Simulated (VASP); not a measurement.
## CdTe2Pb3: single point with PBE

CdTe2Pb3:

```
CELL_PARAMETERS angstrom
7.47697 0.00000 0.00000
-3.73849 6.47525 0.00000
0.00000 0.00000 4.67055
ATOMIC_POSITIONS crystal
Cd 0.00000 0.00000 0.50000
Te 0.33333 0.66667 0.00000
Te 0.66667 0.33333 0.00000
Pb 0.41232 0.00000 0.50000
Pb 0.00000 0.41232 0.50000
Pb 0.58768 0.58768 0.50000
```

The cell was generated, and may not be a known phase.

| Property | Result |
| --- | --- |
| Program | VASP 6.6.1 |
| Task | single point |
| Functional | PBE |
| Potentials or basis | VASP PAW PBE potentials, release 64 (Cd, Te, Pb_d) |
| Cutoff | 520 eV |
| k mesh | 3 × 3 × 3 |
| Occupations | gaussian, width 0.2 eV |
| Spin | no spin polarisation |
| Dipole correction | no |
| Further INCAR settings | ALGO = Normal; EDIFF = 1e-06; NBANDS = 42 |

* Pressure: 0.3 GPa
* Largest force: 0.025 eV/Å
* Band gap on the k mesh: zero (bands 33 and 34 overlap by 1.18 eV)

Forces on the atoms (eV/Å):
```
Cd   0.000  0.000  0.000
Te   0.000  0.000  0.000
Te   0.000  0.000  0.000
Pb   0.025  0.000  0.000
Pb  -0.013  0.022  0.000
Pb  -0.013 -0.022  0.000
```

Stress tensor (GPa, compression positive):
```
0.50 0.00 0.00
0.00 0.50 0.00
0.00 0.00 0.03
```

Levels at points of the mesh, in eV from the Fermi level:
| k point | band 31 | band 32 | band 33 | band 34 | band 35 | band 36 |
| --- | --- | --- | --- | --- | --- | --- |
| (0.00, 0.00, 0.00) | -0.78 | -0.78 | -0.45 | 0.36 | 0.36 | 1.25 |

Run time: 62 s on 1 thread of Intel(R) Xeon(R) Platinum 8488C (Sapphire Rapids), on a shared host, peak memory 0.34 GiB.

Caveat: the k points lie up to 0.45 Å⁻¹ apart, too coarse for converged energies and pressures of a metal; spin-orbit coupling is left out, which moves the levels of the heavy elements.
